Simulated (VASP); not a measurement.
The system is YbMg2Ge2.

```
Ge Yb Mg
1.0
     0.00000    4.13431    0.00000
     4.13431    0.00000    0.00000
     2.06715    2.06715   -5.12208
Ge Yb Mg
2 1 2
Direct
  0.37500 0.37500 0.25000
  0.62500 0.62500 0.75000
  0.00000 0.00000 0.00000
  0.75000 0.25000 0.50000
  0.25000 0.75000 0.50000
```

Base run:

- Program: VASP 6.6.1
- Functional: PBEsol
- Potentials or basis: VASP PAW PBE potentials, release 64 (Ge_d, Yb, Mg)
- Cutoff: 520 eV
- k mesh: 5 × 5 × 5
- Occupations: fermi-dirac, width 0.0544 eV
- Spin: no spin polarisation
- Hubbard terms: Yb f U = 2.0 eV

Its results: band gap on the k mesh zero (bands 28 and 29 overlap by 0.58 eV); pressure 18.2 GPa; largest force 3.061 eV/Å.

Q: The run is repeated on the same cell with these changes: hubbard terms from Yb f U = 2.0 eV to none. What comes out?

A: Band gap on the k mesh zero (bands 28 and 29 overlap by 0.58 eV); pressure 19.1 GPa; largest force 3.054 eV/Å.

Caveats: the cell stands under pressure; the PAW data sets were made with another functional, which shifts forces and pressure a little; spin-orbit coupling is left out, which moves the levels of the heavy elements; U without spin polarisation on a metal has little footing (at least some runs).
